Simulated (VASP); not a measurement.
# Ti3Al (Pm) in VASP: notebook

The runs below take Ti3Al through single point, with LDA.

Everything below comes from runs of VASP 6.6.1. Logs are shortened: lines on timing, memory, paths and dates and some standing lists are left out, and cuts for length are marked.

### Step 1. The cell of the first run

Symmetry: Pm, No. 6, monoclinic system. Conventional cell: a = 2.861 Å, b = 9.051 Å, c = 2.861 Å, α = 90.00°, β = 120.00°, γ = 90.00°. Within 3.5 Å of Ti (site symmetry m) lie 12 Ti at 2.69 to 3.04 Å. Ti (site symmetry 1) has 9 Ti at 2.69 to 3.04 Å and 3 Al at 2.78 to 2.83 Å within 3.5 Å. Within 3.7 Å of Al (site symmetry m) lie 6 Ti at 2.78 to 2.83 Å and 6 Al at 2.86 Å.

### Step 2. Single point, LDA (atoms displaced along several vibrational modes)

File INCAR:

```
SYSTEM = Ti3Al
PREC     = Accurate       ! precision mode
ENCUT    = 520            ! plane-wave cutoff, eV
EDIFF    = 1E-6           ! SCF threshold, eV
ISMEAR   = 0              ! smearing method
SIGMA    = 0.15           ! smearing width, eV
LREAL    = .False.        ! projectors in reciprocal space
LASPH    = .True.         ! aspherical terms in the spheres
NELM     = 100            ! most SCF steps
ALGO     = Fast           ! electronic algorithm
ISIF     = 2              ! what is computed and relaxed
LWAVE    = .False.        ! write WAVECAR
LCHARG   = .False.        ! write CHGCAR
GGA      = CA             ! functional
NBANDS   = 28             ! bands
```

File KPOINTS:

```
Automatic mesh
0
Gamma
  15 15 6
  0 0 0
```

File POSCAR:

```
Ti3Al
1.0
    2.8609400907      0.0000000000      0.0000000000
   -1.4304700453      2.4776467973      0.0000000000
    0.0000000000      0.0000000000      9.0513401041
Ti Al
3 1
Direct
    0.5477511268      0.2800569744      0.0000000000
    0.3745304621      0.6851237415      0.7515223620
    0.3745304621      0.6851237415      0.2484776380
    0.7314577912      0.3623609542      0.5000000000
```

Potentials or basis: VASP PAW LDA potentials, release 64 (Ti_sv, Al).

Launch:

```sh
cat potpaw_LDA.64/Ti_sv/POTCAR potpaw_LDA.64/Al/POTCAR > POTCAR
mpirun -np 1 vasp_std > vasp.out
```

OUTCAR:

```text
SYSTEM = Ti3Al
   PREC = Accurate
   ENCUT = 520
   EDIFF = 1E-6
   ISMEAR = 0
   LREAL = .False.
   LASPH = .True.
   NELM = 100
   ISIF = 2
   GGA = CA

 ion  position               nearest neighbor table
   1  0.548  0.280  0.000-   2 2.69   3 2.69   2 2.71   3 2.71
   2  0.375  0.685  0.752-   1 2.69   1 2.71   4 2.78   4 2.83   4 2.83
   3  0.375  0.685  0.248-   1 2.69   1 2.71   4 2.78   4 2.83   4 2.83
   4  0.731  0.362  0.500-   2 2.78   3 2.78   2 2.83   3 2.83   2 2.83   3 2.83

  LATTYP: Found a hexagonal cell.
 ALAT       =     2.8609400907
 C/A-ratio  =     3.1637642933

  Lattice vectors:

 A1 = (   2.8609400907,   0.0000000000,   0.0000000000)
 A2 = (  -1.4304700453,   2.4776467973,   0.0000000000)
 A3 = (   0.0000000000,   0.0000000000,   9.0513401041)

Analysis of symmetry for initial positions (statically):
=====================================================================
 Subroutine PRICEL returns:
 Original cell was already a primitive cell.

 Routine SETGRP: Setting up the symmetry group for a
 hexagonal supercell.

 Subroutine GETGRP returns: Found  2 space group operations
 (whereof  2 operations were pure point group operations)
 out of a pool of 24 trial point group operations.

The static configuration has the point symmetry C_1h.

Analysis of symmetry for dynamics (positions and initial velocities):
=====================================================================
 Subroutine PRICEL returns:
 Original cell was already a primitive cell.

 Routine SETGRP: Setting up the symmetry group for a
 hexagonal supercell.

 Subroutine GETGRP returns: Found  2 space group operations
 (whereof  2 operations were pure point group operations)
 out of a pool of 24 trial point group operations.

The dynamic configuration has the point symmetry C_1h.

 Subroutine INISYM returns: Found  2 space group operations
 (whereof  2 operations are pure point group operations),
 and found     1 'primitive' translations

----------------------------------------------------------------------------------------

                                     Primitive cell

  volume of cell :      64.1595

  direct lattice vectors                    reciprocal lattice vectors
     2.860940091  0.000000000  0.000000000     0.349535456  0.201804390  0.000000000
    -1.430470045  2.477646797  0.000000000     0.000000000  0.403608780  0.000000000
     0.000000000  0.000000000  9.051340104     0.000000000  0.000000000  0.110480878

  length of vectors
     2.860940091  2.860940091  9.051340104     0.403608780  0.403608780  0.110480878

  position of ions in fractional coordinates (direct lattice)
     0.547751127  0.280056974  0.000000000
     0.374530462  0.685123741  0.751522362
     0.374530462  0.685123741  0.248477638
     0.731457791  0.362360954  0.500000000

  ion indices of the primitive-cell ions
   primitive index   ion index
                 1           1
                 2           2
                 3           3
                 4           4

----------------------------------------------------------------------------------------

 KPOINTS: Automatic mesh

Automatic generation of k-mesh.
 Grid dimensions read from file:
 generate k-points for:   15   15    6

 Generating k-lattice:

  Cartesian coordinates                     Fractional coordinates (reciprocal lattice)
     0.023302364  0.013453626  0.000000000     0.066666667  0.000000000  0.000000000
     0.000000000  0.026907252  0.000000000     0.000000000  0.066666667  0.000000000
     0.000000000  0.000000000  0.018413480     0.000000000  0.000000000  0.166666667

  Length of vectors
     0.026907252  0.026907252  0.018413480

  Shift w.r.t. Gamma in fractional coordinates (k-lattice)
     0.000000000  0.000000000  0.000000000

 Subroutine IBZKPT returns following result:
 ===========================================

 Found    452 irreducible k-points:

 Following reciprocal coordinates:
            Coordinates               Weight
  0.000000  0.000000  0.000000      1.000000
  0.066667  0.000000  0.000000      2.000000
  0.000000  0.066667  0.000000      2.000000
 -0.066667  0.066667  0.000000      2.000000
  0.133333  0.000000  0.000000      2.000000
  0.000000  0.133333  0.000000      2.000000
[... 16 lines left out ...]
  0.066667  0.066667  0.000000      2.000000
 -0.066667  0.133333  0.000000      2.000000
 [... further k-points ...]
   k-points           NKPTS =    452   k-points in BZ     NKDIM =    452   number of bands    NBANDS=     28
   number of dos      NEDOS =    301   number of ions     NIONS =      4
   total plane-waves  NPLWV =  40320
   dimension x,y,z NGX =    24 NGY =   24 NGZ =   70
   dimension x,y,z NGXF=    48 NGYF=   48 NGZF=  140
   ions per type =               3   1
   NGX,Y,Z   is equivalent  to a cutoff of  13.95, 13.95, 12.86 a.u.
   NGXF,Y,Z  is equivalent  to a cutoff of  27.89, 27.89, 25.71 a.u.
 SYSTEM =  Ti3Al
   PREC   = accura    normal or accurate (medium, high low for compatibility)
   ISTART =      0    job   : 0-new  1-cont  2-samecut
   ICHARG =      2    charge: 1-file 2-atom 10-const
   ISPIN  =      1    spin polarized calculation?
   LNONCOLLINEAR =      F non collinear calculations
   LSORBIT =      F    spin-orbit coupling
   LASPH  =      T    aspherical Exc in radial PAW
   ENCUT  =  520.0 eV  38.22 Ry    6.18 a.u.   5.32  5.32 16.83*2*pi/ulx,y,z
   NELM   =    100;   NELMIN=  2; NELMDL= -5     # of ELM steps
   EDIFF  = 0.1E-05   stopping-criterion for ELM
   LREAL  =      F    real-space projection
   EDIFFG = 0.1E-04   stopping-criterion for IOM
   NSW    =      0    number of steps for IOM
   IBRION =     -1    ionic relax: 0-MD 1-quasi-New 2-CG
   NFREE  =      0    steps in history (QN), initial steepest desc. (CG)
   ISIF   =      2    stress and relaxation
   ISYM   =      2    0-nonsym 1-usesym 2-fastsym
   POTIM  = 0.5000    time-step for ionic-motion
   TEBEG  =    0.0;   TEEND  =   0.0 temperature during run
   PSTRESS=    0.0 pullay stress
   NELECT =      39.0000    total number of electrons
   NUPDOWN=      -1.0000    fix difference up-down
   EMIN   =  10.00;   EMAX   =-10.00  energy-range for DOS
   EFERMI =   0.00;   METHOD = LEGACY
   ISMEAR =     0;   SIGMA  =   0.15  broadening in eV -4-tet -1-fermi 0-gaus
   EFERMI_NEDOS =   21; number of points for ismear=-14 and -15
   IALGO  =     68    algorithm
   IMIX   =      4    mixing-type and parameters
     AMIX     =   0.40;   BMIX     =  1.00
     AMIX_MAG =   1.60;   BMIX_MAG =  1.00
  volume/ion in A,a.u.               =      16.04       108.24
  Fermi-wavevector in a.u.,A,eV,Ry     =   1.386786  2.620645 26.166378  1.923175
  Thomas-Fermi vector in A             =   2.511069
   LORBIT       =      0    0 simple, 1 ext, 2 COOP (PROOUT), +10 PAW based schemes
   GGA     = CA    functional components
   LHFCALC =     F    Hartree Fock is set to
   AEXX    =    0.0000 exact exchange contribution
   IVDW    =     0    specifies the selected vdW correction
   LEPSILON=     F    determine dielectric tensor
   LRPA    =     F    only Hartree local field effects (RPA)
 non-spin polarized calculation
 RMM-DIIS sequential band-by-band and
 Gauss-broadening in eV      SIGMA  =   0.15
  energy-cutoff  :      520.00
  volume of cell :       64.16
 maximum number of plane-waves:      1756
 NGX is ok and might be reduce to    24
   NGX = 11   NGY = 11   NGZ = 33

 number of electron      39.0000005 magnetization

 Free energy of the ion-electron system (eV)
  ---------------------------------------------------
  ext. energy  EPLUGINS =         0.00000000
  ---------------------------------------------------
  free energy    TOTEN  =       -30.28790985 eV

  energy without entropy =      -30.23880237  energy(sigma->0) =      -30.26335611

 E-fermi :   8.4065     XC(G=0): -11.7412

 val. band max:        8.4055575984   @ k =  -0.0667   0.4667   0.5000
 cond. band min:       8.4101491000   @ k =  -0.4000   0.4667   0.5000
 fundamental gap:      0.0045915016
 Fermi energy:         8.4065378545

 k-point     1 :       0.0000    0.0000    0.0000
  band No.  band energies     occupation
      1     -47.4376      2.00000
      2     -47.3917      2.00000
      3     -47.2538      2.00000
      4     -24.4221      2.00000
      5     -24.1109      2.00000
      6     -23.7269      2.00000
[... 20 lines left out ...]
     27      11.1310      0.00000
     28      11.1663      0.00000

 k-point     2 :       0.0667    0.0000    0.0000
  band No.  band energies     occupation
      1     -47.4326      2.00000
      2     -47.3872      2.00000
      3     -47.2500      2.00000
      4     -24.4148      2.00000
      5     -24.1082      2.00000
      6     -23.7337      2.00000
[... 20 lines left out ...]
     27      11.1318      0.00000
     28      11.1553      0.00000

 k-point     3 :       0.0000    0.0667    0.0000
  band No.  band energies     occupation
      1     -47.4317      2.00000
      2     -47.3872      2.00000
      3     -47.2508      2.00000
      4     -24.4119      2.00000
      5     -24.1123      2.00000
      6     -23.7467      2.00000
[... 20 lines left out ...]
     27      11.1286      0.00000
     28      11.1508      0.00000

 k-point     4 :      -0.0667    0.0667    0.0000
  band No.  band energies     occupation
      1     -47.4317      2.00000
      2     -47.3872      2.00000
      3     -47.2508      2.00000
      4     -24.4118      2.00000
      5     -24.1124      2.00000
      6     -23.7471      2.00000
[... 578 lines left out ...]
     27      12.0892      0.00000
     28      12.2644      0.00000

 k-point    23 :       0.0667    0.0667    0.0000
  band No.  band energies     occupation
      1     -47.4220      2.00000
      2     -47.3787      2.00000
      3     -47.2435      2.00000
      4     -24.3980      2.00000
      5     -24.1077      2.00000
      6     -23.7700      2.00000
[... 20 lines left out ...]
     27      11.0605      0.00000
     28      11.0975      0.00000

 k-point    24 :      -0.0667    0.1333    0.0000
  band No.  band energies     occupation
      1     -47.4196      2.00000
      2     -47.3786      2.00000
      3     -47.2458      2.00000
      4     -24.3896      2.00000
      5     -24.1211      2.00000
      6     -23.7963      2.00000
[... 20 lines left out ...]
     27      11.0223      0.00000
     28      11.1613      0.00000

 [... further k-points ...]
[... 5 lines left out ...]
  --------------------------------------------------------------------------------------
  -------------------------------------------------------------------------------------
  Total       -0.5507571     -0.1926274      0.0171459     -0.4201245      0.0000000      0.0000000
  in kB      -13.7533853     -4.8102498      0.4281639    -10.4912568      0.0000000      0.0000000
  external PRESSURE =      -6.0451571 kB  Pullay stress =       0.0000000 kB

 VOLUME and BASIS-vectors are now :
 -----------------------------------------------------------------------------
  energy-cutoff  :      520.00
  volume of cell :       64.16
      direct lattice vectors                 reciprocal lattice vectors
     2.860940091  0.000000000  0.000000000     0.349535456  0.201804390  0.000000000
    -1.430470045  2.477646797  0.000000000     0.000000000  0.403608780  0.000000000
     0.000000000  0.000000000  9.051340104     0.000000000  0.000000000  0.110480878

 POSITION                                       TOTAL-FORCE (eV/Angst)
 -----------------------------------------------------------------------------------
      1.16647      0.69388      0.00000         0.296469      0.131321      0.000000
      0.09146      1.69749      6.80228        -0.086596     -0.032043     -0.002511
      0.09146      1.69749      2.24906        -0.086596     -0.032043      0.002511
      1.57431      0.89780      4.52567        -0.123276     -0.067236      0.000000
 -----------------------------------------------------------------------------------
    total drift:                               -0.000212      0.000003      0.000000

  FREE ENERGIE OF THE ION-ELECTRON SYSTEM (eV)
  ---------------------------------------------------
  free  energy   TOTEN  =       -30.2879098489 eV

  energy  without entropy=      -30.2388023719  energy(sigma->0) =      -30.26335611
```

Wall time 20 min (1 thread of Intel Xeon 6975P-C (Granite Rapids), shared host); peak memory 0.68 GiB.

What came out:

- Free energy: -30.2879 eV
- Pressure: -0.6 GPa
- Largest force: 0.324 eV/Å
- Band gap on the k mesh: zero (an odd number of electrons rules out a gap without spin polarisation)

Forces in eV/Å, atoms in the order of the input:
```
Ti   0.296  0.131  0.000
Ti  -0.087 -0.032 -0.003
Ti  -0.087 -0.032  0.003
Al  -0.123 -0.067  0.000
```

Stress tensor (GPa, compression positive):
```
-1.38 -1.05  0.00
-1.05 -0.48  0.00
 0.00  0.00  0.04
```

Caveat: the cell differs from its parent crystal (atoms displaced along several vibrational modes).

### Step 3. Single point, LDA (atoms displaced along several vibrational modes)

File INCAR:

```
ALGO = Fast
EDIFF = 1E-6
ENCUT = 520
ISIF = 2
ISMEAR = 0
LASPH = True
LCHARG = False
LREAL = False
LWAVE = False
NBANDS = 28
NELM = 100
PREC = Accurate
SIGMA = 0.15
```

File KPOINTS:

```
k-points
0
Gamma
  15 15 6
```

File POSCAR:

```
Ti3Al
1.0
    2.8609400907      0.0000000000      0.0000000000
   -1.4304700453      2.4776467973      0.0000000000
    0.0000000000      0.0000000000      9.0513401041
Ti Al
3 1
Direct
    0.4749742671      0.2267806155      0.0000000000
    0.3997432953      0.7035808164      0.7515223620
    0.3997432953      0.7035808164      0.2484776380
    0.7711102587      0.3913885750      0.5000000000
```

Potentials or basis: VASP PAW LDA potentials, release 64 (Ti_sv, Al).

Launch:

```sh
cat potpaw_LDA.64/Ti_sv/POTCAR potpaw_LDA.64/Al/POTCAR > POTCAR
mpirun -np 1 vasp_std > vasp.out
```

Run time: 19 min. Hardware: 1 thread of Intel Xeon 6975P-C (Granite Rapids), shared host; peak memory 0.68 GiB.

Results (log left out):

- Free energy: -30.2052 eV
- Pressure: -1.0 GPa
- Largest force: 0.249 eV/Å
- Band gap on the k mesh: zero (an odd number of electrons rules out a gap without spin polarisation)

Forces in eV/Å, atoms in the order of the input:
```
Ti   0.188  0.164  0.000
Ti   0.002 -0.024 -0.066
Ti   0.002 -0.024  0.066
Al  -0.193 -0.115  0.000
```

Stress tensor (GPa, compression positive):
```
-2.12 -0.23  0.00
-0.23 -1.62  0.00
 0.00  0.00  0.85
```

Levels at points of the mesh, in eV from the Fermi level:
```csv
k point,band 16,band 17,band 18,band 19,band 20,band 21,band 22,band 23,band 24,band 25
"(0.00, 0.00, 0.00)",-2.46,-0.74,0.31,0.77,0.90,1.21,1.24,1.43,1.60,1.67
"(0.00, 0.00, 0.50)",-3.06,-1.03,0.32,0.67,0.91,1.20,1.23,1.53,1.59,1.68
```

Caveat: the cell differs from its parent crystal (atoms displaced along several vibrational modes).

### Step 4. Single point, LDA (atoms displaced along several vibrational modes)

File INCAR:

```
SYSTEM = Ti3Al
  PREC = Accurate
  ENCUT = 520
  EDIFF = 1E-7
  ISMEAR = 0
  SIGMA = 0.15
  LREAL = .FALSE.
  LASPH = .TRUE.
  NELM = 60
  ALGO = Fast
  ISIF = 2
  LWAVE = .FALSE.
  LCHARG = .FALSE.
  NBANDS = 28
```

File KPOINTS:

```
Automatic mesh
0
G
  15 15 6
  0 0 0
```

File POSCAR:

```
Ti3Al
1.0
    2.8609400907      0.0000000000      0.0000000000
   -1.4304700453      2.4776467973      0.0000000000
    0.0000000000      0.0000000000      9.0513401041
Ti Al
3 1
Direct
    0.5938898070      0.2800569744      0.0000000000
    0.3585461665      0.6851237415      0.7515223620
    0.3585461665      0.6851237415      0.2484776380
    0.7063191342      0.3623609542      0.5000000000
```

Launch:

```sh
cat potpaw_LDA.64/Ti_sv/POTCAR potpaw_LDA.64/Al/POTCAR > POTCAR
mpirun -np 1 vasp_std > vasp.out
```

It took 61 min on 1 thread of Intel Xeon Platinum 8375C at 2.90GHz (Ice Lake), shared host; peak memory 0.69 GiB.

The run converged. Its results:

| Property | Result |
| --- | --- |
| Free energy | -30.3312 eV |
| Pressure | -0.3 GPa |
| Largest force | 0.245 eV/Å |
| Band gap on the k mesh | zero (an odd number of electrons rules out a gap without spin polarisation) |

Forces in eV/Å, atoms in the order of the input:
```
Ti   0.155  0.190  0.000
Ti  -0.045 -0.069  0.015
Ti  -0.045 -0.069 -0.015
Al  -0.065 -0.053  0.000
```

Stress tensor (GPa, compression positive):
```
-1.31 -0.73  0.00
-0.73  0.53  0.00
 0.00  0.00 -0.04
```

Levels at points of the mesh, in eV from the Fermi level:
| k point | band 18 | band 19 | band 20 | band 21 | band 22 | band 23 |
| --- | --- | --- | --- | --- | --- | --- |
| (0.00, 0.00, 0.00) | 0.58 | 0.67 | 0.85 | 0.97 | 0.98 | 1.02 |
| (0.00, 0.00, 0.50) | 0.57 | 0.59 | 0.85 | 0.96 | 1.01 | 1.01 |

Caveat: the cell differs from its parent crystal (atoms displaced along several vibrational modes).

### Step 5. Summary

| cell | further INCAR settings | gap on the mesh (eV) | pressure (GPa) | largest force (eV/Å) |
| --- | --- | --- | --- | --- |
| as given, atomic positions A | ALGO = Fast; EDIFF = 1e-06; NBANDS = 28 | none | -0.6 | 0.32 |
| as given, atomic positions B | ALGO = Fast; EDIFF = 1e-06; NBANDS = 28 | none | -1.0 | 0.25 |
| as given, atomic positions C | ALGO = Fast; EDIFF = 1e-07; NBANDS = 28 | none | -0.3 | 0.25 |

Alike in all rows: task single point; level LDA; potentials or basis VASP PAW LDA potentials, release 64 (Ti_sv, Al); no spin polarisation; k mesh 15 × 15 × 6; cutoff (eV) 520; smearing gaussian 0.15 eV.

Absolute energies hang on the potentials; compare differences alone.
